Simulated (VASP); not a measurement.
# KScS2 (P4/mmm) in VASP: further runs

KScS2 is run at these levels: r2SCAN; tasks: single point.

All numbers are computed with VASP 6.6.1; they aren't measurements. Logs are shortened: lines on timing, memory, paths and dates and some standing lists are left out, and cuts for length are marked.

### 1 The cell of the first run

It takes space group P4/mmm (No. 123, tetragonal). Conventional cell: a = 4.114 Å, b = 4.114 Å, c = 5.573 Å, α = 90.00°, β = 90.00°, γ = 90.00°. K (site symmetry 4/mmm) has 6 S at 2.79 to 2.91 Å within 3.7 Å. Within 3.7 Å of S (site symmetry 4/mmm) lie 2 K at 2.79 Å and 4 Sc at 2.91 Å. Within 3.7 Å of S (site symmetry 4/mmm) lie 2 Sc at 2.79 Å and 4 K at 2.91 Å. Within 3.7 Å of Sc (site symmetry 4/mmm) lie 6 S at 2.79 to 2.91 Å.

### 2 Single point, r2SCAN (23.58 Å³/atom)

The input, POSCAR:

```
KScS2
1.0
    4.1144024739      0.0000000000      0.0000000000
    0.0000000000      4.1144024739      0.0000000000
    0.0000000000      0.0000000000      5.5726865715
K S Sc
1 2 1
Direct
    0.0000000000      0.0000000000      0.0000000000
    0.0000000000      0.0000000000      0.5000000000
    0.5000000000      0.5000000000      0.0000000000
    0.5000000000      0.5000000000      0.5000000000
```

The input, INCAR.step1:

```
PREC     = Accurate       # precision mode
ENCUT    = 520            # plane-wave cutoff, eV
ISMEAR   = -1             # smearing method
SIGMA    = 0.02           # smearing width, eV
LREAL    = F              # projectors in reciprocal space
LASPH    = T              # aspherical terms in the spheres
NELM     = 60             # most SCF steps
NBANDS   = 24             # bands
GGA      = PE             # functional
ALGO     = Normal         # electronic algorithm
EDIFF    = 1E-4           # SCF threshold, eV
LWAVE    = T              # write WAVECAR
LCHARG   = F              # write CHGCAR
```

The input, INCAR.step2:

```
PREC     = Accurate       # precision mode
ENCUT    = 520            # plane-wave cutoff, eV
EDIFF    = 1E-6           # SCF threshold, eV
ISMEAR   = -1             # smearing method
SIGMA    = 0.02           # smearing width, eV
LREAL    = F              # projectors in reciprocal space
LASPH    = T              # aspherical terms in the spheres
NELM     = 60             # most SCF steps
ALGO     = Normal         # electronic algorithm
ISIF     = 2              # what is computed and relaxed
LWAVE    = F              # write WAVECAR
LCHARG   = F              # write CHGCAR
METAGGA  = R2SCAN         # meta-GGA
LMIXTAU  = T            
NBANDS   = 24             # bands
ISTART   = 1
```

The input, KPOINTS:

```
regular mesh
0
Gamma
  6 6 4
```

Potentials or basis: VASP PAW PBE potentials, release 64 (K_sv, S, Sc_sv).

The run is started by

```sh
> cat potpaw_PBE.64/K_sv/POTCAR potpaw_PBE.64/S/POTCAR potpaw_PBE.64/Sc_sv/POTCAR > POTCAR
> cp INCAR.step1 INCAR
> mpirun -np 1 vasp_std > vasp.out
> cp INCAR.step2 INCAR
> mpirun -np 1 vasp_std > vasp.out
```

OUTCAR:

```text
PREC = Accurate
   ENCUT = 520
   EDIFF = 1E-6
   ISMEAR = -1
   LREAL = F
   LASPH = T
   NELM = 60
   ISIF = 2
   METAGGA = R2SCAN
   ISTART = 1

 ion  position               nearest neighbor table
   1  0.000  0.000  0.000-   2 2.79   2 2.79   3 2.91   3 2.91   3 2.91   3 2.91
   2  0.000  0.000  0.500-   1 2.79   1 2.79   4 2.91   4 2.91   4 2.91   4 2.91
   3  0.500  0.500  0.000-   4 2.79   4 2.79   1 2.91   1 2.91   1 2.91   1 2.91
   4  0.500  0.500  0.500-   3 2.79   3 2.79   2 2.91   2 2.91   2 2.91   2 2.91

  LATTYP: Found a simple tetragonal cell.
 ALAT       =     4.1144024739
 C/A-ratio  =     1.3544339930

  Lattice vectors:

 A1 = (   4.1144024739,   0.0000000000,   0.0000000000)
 A2 = (   0.0000000000,   4.1144024739,   0.0000000000)
 A3 = (   0.0000000000,   0.0000000000,   5.5726865715)

Analysis of symmetry for initial positions (statically):
=====================================================================
 Subroutine PRICEL returns:
 Original cell was already a primitive cell.

 Routine SETGRP: Setting up the symmetry group for a
 simple tetragonal supercell.

 Subroutine GETGRP returns: Found 16 space group operations
 (whereof 16 operations were pure point group operations)
 out of a pool of 16 trial point group operations.

The static configuration has the point symmetry D_4h.

Analysis of symmetry for dynamics (positions and initial velocities):
=====================================================================
 Subroutine PRICEL returns:
 Original cell was already a primitive cell.

 Routine SETGRP: Setting up the symmetry group for a
 simple tetragonal supercell.

 Subroutine GETGRP returns: Found 16 space group operations
 (whereof 16 operations were pure point group operations)
 out of a pool of 16 trial point group operations.

The dynamic configuration has the point symmetry D_4h.

 Subroutine INISYM returns: Found 16 space group operations
 (whereof 16 operations are pure point group operations),
 and found     1 'primitive' translations

----------------------------------------------------------------------------------------

                                     Primitive cell

  volume of cell :      94.3362

  direct lattice vectors                    reciprocal lattice vectors
[... 88 lines left out ...]
   LASPH  =      T    aspherical Exc in radial PAW
   ENCUT  =  520.0 eV  38.22 Ry    6.18 a.u.   7.65  7.65 10.36*2*pi/ulx,y,z
   NELM   =     60;   NELMIN=  2; NELMDL=  0     # of ELM steps
   EDIFF  = 0.1E-05   stopping-criterion for ELM
   LREAL  =      F    real-space projection
   EDIFFG = 0.1E-04   stopping-criterion for IOM
   NSW    =      0    number of steps for IOM
   IBRION =     -1    ionic relax: 0-MD 1-quasi-New 2-CG
   NFREE  =      0    steps in history (QN), initial steepest desc. (CG)
   ISIF   =      2    stress and relaxation
   ISYM   =      2    0-nonsym 1-usesym 2-fastsym
   POTIM  = 0.5000    time-step for ionic-motion
   TEBEG  =    0.0;   TEEND  =   0.0 temperature during run
   PSTRESS=    0.0 pullay stress
   NELECT =      32.0000    total number of electrons
   NUPDOWN=      -1.0000    fix difference up-down
   EMIN   =  10.00;   EMAX   =-10.00  energy-range for DOS
   EFERMI =   0.00;   METHOD = LEGACY
   ISMEAR =    -1;   SIGMA  =   0.02  broadening in eV -4-tet -1-fermi 0-gaus
   EFERMI_NEDOS =   21; number of points for ismear=-14 and -15
   IALGO  =     38    algorithm
   IMIX   =      4    mixing-type and parameters
     AMIX     =   0.40;   BMIX     =  1.00
     AMIX_MAG =   1.60;   BMIX_MAG =  1.00
  volume/ion in A,a.u.               =      23.58       159.15
  Fermi-wavevector in a.u.,A,eV,Ry     =   1.141735  2.157567 17.736004  1.303560
  Thomas-Fermi vector in A             =   2.278435
   LORBIT       =      0    0 simple, 1 ext, 2 COOP (PROOUT), +10 PAW based schemes
   METAGGA = R2SCAN    functional components
   LHFCALC =     F    Hartree Fock is set to
   AEXX    =    0.0000 exact exchange contribution
   IVDW    =     0    specifies the selected vdW correction
   LEPSILON=     F    determine dielectric tensor
   LRPA    =     F    only Hartree local field effects (RPA)
 non-spin polarized calculation
  energy-cutoff  :      520.00
  volume of cell :       94.34
 maximum number of plane-waves:      2563
 NGX is ok and might be reduce to    32
   NGX = 15   NGY = 15   NGZ = 21

 number of electron      31.9999999 magnetization

 Free energy of the ion-electron system (eV)
  ---------------------------------------------------
  ext. energy  EPLUGINS =         0.00000000
  ---------------------------------------------------
  free energy    TOTEN  =       -39.27485572 eV

  energy without entropy =      -39.27485194  energy(sigma->0) =      -39.27485383

 E-fermi :   2.4576     XC(G=0):  -9.6783

 val. band max:        2.2998840059   @ k =   0.0000   0.0000   0.0000
 cond. band min:       2.6110116670   @ k =   0.0000   0.0000   0.0000
 fundamental gap:      0.3111276611
 Fermi energy:         2.4576411685

 k-point     1 :       0.0000    0.0000    0.0000
  band No.  band energies     occupation
      1     -50.7470      2.00000
      2     -28.3611      2.00000
      3     -28.3611      2.00000
      4     -28.1795      2.00000
      5     -26.7238      2.00000
      6     -10.3533      2.00000
[... 637 lines left out ...]
     23       7.9415      0.00000
     24       9.5087      0.00000

 [... further k-points ...]

------------------------ aborting loop because EDIFF is reached ----------------------------------------

  FORCE on cell =-STRESS in cart. coord.  units (eV):
  Direction    XX          YY          ZZ          XY          YZ          ZX
  --------------------------------------------------------------------------------------
  -------------------------------------------------------------------------------------
  Total       -1.6782484     -1.6782484     -2.1866132      0.0000000      0.0000000     -0.0000000
  in kB      -28.5028743    -28.5028743    -37.1367917      0.0000000      0.0000000     -0.0000000
  external PRESSURE =     -31.3808468 kB  Pullay stress =       0.0000000 kB

 VOLUME and BASIS-vectors are now :
 -----------------------------------------------------------------------------
  energy-cutoff  :      520.00
  volume of cell :       94.34
      direct lattice vectors                 reciprocal lattice vectors
     4.114402474  0.000000000  0.000000000     0.243048658  0.000000000  0.000000000
     0.000000000  4.114402474  0.000000000     0.000000000  0.243048658  0.000000000
     0.000000000  0.000000000  5.572686572     0.000000000  0.000000000  0.179446661

 POSITION                                       TOTAL-FORCE (eV/Angst)
 -----------------------------------------------------------------------------------
      0.00000      0.00000      0.00000         0.000000      0.000000      0.000000
      0.00000      0.00000      2.78634         0.000000      0.000000      0.000000
      2.05720      2.05720      0.00000         0.000000      0.000000      0.000000
      2.05720      2.05720      2.78634         0.000000      0.000000      0.000000
 -----------------------------------------------------------------------------------
    total drift:                                0.000000     -0.000000     -0.000000

  FREE ENERGIE OF THE ION-ELECTRON SYSTEM (eV)
  ---------------------------------------------------
  free  energy   TOTEN  =       -39.2748557184 eV

  energy  without entropy=      -39.2748519434  energy(sigma->0) =      -39.27485383
```

It took 2.8 min on 1 thread of Intel Xeon Platinum 8375C at 2.90GHz (Ice Lake), shared host; peak memory 0.24 GiB.

What came out:

* Free energy: -39.2749 eV
* Pressure: -3.1 GPa
* Band gap on the k mesh: 0.31 eV

Stress tensor (GPa, compression positive):
```
-2.85  0.00  0.00
 0.00 -2.85  0.00
 0.00  0.00 -3.71
```

Levels at points of the mesh, in eV from the valence-band top:
```
           k point  band 14  band 15  band 16  band 17  band 18  band 19
(0.00, 0.00, 0.00)    -0.44     0.00     0.00     0.31     1.14     1.48
(0.50, 0.00, 0.00)    -1.73    -1.46    -0.70     1.62     1.79     1.96
(0.50, 0.50, 0.00)    -0.86    -0.55    -0.55     0.84     0.84     1.77
(0.00, 0.00, 0.50)    -1.97    -0.46    -0.46     0.36     1.15     2.03
(0.50, 0.00, 0.50)    -2.40    -1.03    -0.93     1.83     2.22     2.29
(0.50, 0.50, 0.50)    -1.78    -1.23    -1.23     1.90     1.97     1.97
```

Caveat: the cell stands under tension; semilocal functionals underestimate gaps, and a narrow one can read as zero; the PAW data sets were made with another functional, which shifts forces and pressure a little.

### 3 Single point, r2SCAN

This run uses another cell than the first one, of 22.25 Å³/atom.

The input, POSCAR:

```
KScS2
1.0
    4.0352596431      0.0000000000      0.0000000000
    0.0000000000      4.0352596431      0.0000000000
    0.0000000000      0.0000000000      5.4654928312
K S Sc
1 2 1
Direct
    0.0000000000      0.0000000000      0.0000000000
    0.0000000000      0.0000000000      0.5000000000
    0.5000000000      0.5000000000      0.0000000000
    0.5000000000      0.5000000000      0.5000000000
```

The input, INCAR.step1:

```
SYSTEM = KScS2
PREC     = Accurate       ! precision mode
ENCUT    = 520            ! plane-wave cutoff, eV
ISMEAR   = -1             ! smearing method
SIGMA    = 0.02           ! smearing width, eV
LREAL    = .False.        ! projectors in reciprocal space
LASPH    = .True.         ! aspherical terms in the spheres
NELM     = 100            ! most SCF steps
NBANDS   = 24             ! bands
GGA      = PE             ! functional
ALGO     = Normal         ! electronic algorithm
EDIFF    = 1E-4           ! SCF threshold, eV
LWAVE    = .True.         ! write WAVECAR
LCHARG   = .False.        ! write CHGCAR
```

The input, INCAR.step2:

```
SYSTEM = KScS2
PREC     = Accurate       ! precision mode
ENCUT    = 520            ! plane-wave cutoff, eV
EDIFF    = 1E-6           ! SCF threshold, eV
ISMEAR   = -1             ! smearing method
SIGMA    = 0.02           ! smearing width, eV
LREAL    = .False.        ! projectors in reciprocal space
LASPH    = .True.         ! aspherical terms in the spheres
NELM     = 100            ! most SCF steps
ALGO     = Normal         ! electronic algorithm
ISIF     = 2              ! what is computed and relaxed
LWAVE    = .False.        ! write WAVECAR
LCHARG   = .False.        ! write CHGCAR
METAGGA  = R2SCAN         ! meta-GGA
LMIXTAU  = .True.       
NBANDS   = 24             ! bands
ISTART   = 1
```

The input, KPOINTS:

```
regular mesh
0
Gamma
  6 6 6
  0 0 0
```

Potentials or basis: VASP PAW PBE potentials, release 64 (K_sv, S, Sc_sv).

The run is started by

```sh
> cat potpaw_PBE.64/K_sv/POTCAR potpaw_PBE.64/S/POTCAR potpaw_PBE.64/Sc_sv/POTCAR > POTCAR
> cp INCAR.step1 INCAR
> mpirun -np 1 vasp_std > vasp.out
> cp INCAR.step2 INCAR
> mpirun -np 1 vasp_std > vasp.out
```

Wall time 3.9 min (1 thread of Intel Xeon Platinum 8375C at 2.90GHz (Ice Lake), shared host); peak memory 0.25 GiB.

It converged, with:

- Free energy: -39.3266 eV
- Pressure: 0.2 GPa
- Band gap on the k mesh: 0.27 eV

Stress tensor (GPa, compression positive):
```
0.17 0.00 0.00
0.00 0.17 0.00
0.00 0.00 0.32
```

Levels at points of the mesh, in eV from the valence-band top:
```
           k point  band 13  band 14  band 15  band 16  band 17  band 18  band 19  band 20
(0.00, 0.00, 0.00)    -2.03    -0.43     0.00     0.00     0.27     1.23     1.57     1.57
(0.50, 0.00, 0.00)    -2.07    -1.88    -1.50    -0.81     1.75     1.96     2.12     2.37
(0.50, 0.50, 0.00)    -1.65    -0.84    -0.56    -0.56     0.82     0.82     1.92     2.10
(0.00, 0.00, 0.50)    -2.07    -2.07    -0.50    -0.50     0.33     1.24     2.26     2.44
(0.50, 0.00, 0.50)    -2.90    -2.55    -1.14    -1.05     2.00     2.41     2.50     3.69
(0.50, 0.50, 0.50)    -2.84    -1.90    -1.29    -1.29     2.12     2.13     2.13     2.22
```

Caveat: semilocal functionals underestimate gaps, and a narrow one can read as zero; the PAW data sets were made with another functional, which shifts forces and pressure a little. A k mesh can miss the band edges.
